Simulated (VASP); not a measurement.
**MgBe2SeO2: single point with PBE**

The system is MgBe2SeO2.

```
Mg Be Se O
1.0
    -1.73676    1.73676    8.15299
     1.73676   -1.73676    8.15299
     1.73676    1.73676   -8.15299
Mg Be Se O
1 2 1 2
Direct
  0.50000 0.50000 0.00000
  0.24819 0.24819 0.00000
  0.75181 0.75181 0.00000
  0.00000 0.00000 0.00000
  0.25000 0.75000 0.50000
  0.75000 0.25000 0.50000
```

The cell was generated, and may not be a known phase.

| Property | Result |
| --- | --- |
| Program | VASP 6.6.1 |
| Task | single point |
| Functional | PBE |
| Potentials or basis | VASP PAW PBE potentials, release 64 (Mg, Be, Se, O) |
| Cutoff | 520 eV |
| k mesh | 12 × 12 × 12 |
| Occupations | gaussian, width 0.02 eV |
| Spin | no spin polarisation |
| Dipole correction | no |
| Further INCAR settings | ALGO = Normal; EDIFF = 1e-06; NBANDS = 21 |

- Pressure: 0.1 GPa
- Band gap on the k mesh: 1.95 eV (least direct gap 2.16 eV)

Forces in eV/Å, atoms in the order of the input:
```
Mg   0.000  0.000  0.000
Be   0.000  0.000 -0.002
Be   0.000  0.000  0.002
Se   0.000  0.000  0.000
O    0.000  0.000  0.000
O    0.000  0.000  0.000
```

Stress tensor (GPa, compression positive):
```
 0.17  0.00  0.00
 0.00  0.17  0.00
 0.00  0.00 -0.03
```

Levels at points of the mesh, in eV from the valence-band top:
```tsv
k point	band 8	band 9	band 10	band 11	band 12	band 13	band 14	band 15	band 16	band 17
(0.00, 0.00, 0.00)	-1.79	-1.79	-0.85	-0.52	-0.52	2.23	4.86	5.30	6.21	7.98
(0.50, 0.00, 0.00)	-3.81	-2.62	-2.59	-1.13	0.00	3.27	5.72	5.75	6.63	7.10
(0.50, 0.50, 0.00)	-2.02	-2.01	-0.47	-0.47	-0.21	1.95	4.81	5.09	5.88	6.11
(0.50, 0.50, 0.50)	-1.79	-1.79	-0.85	-0.52	-0.52	3.11	4.26	5.29	5.93	8.08
```

Run time: 15 min on 1 thread of AMD EPYC 9R45 96-Core Processor (Zen 5), on a shared host, peak memory 0.79 GiB.

A k mesh can miss the band edges.
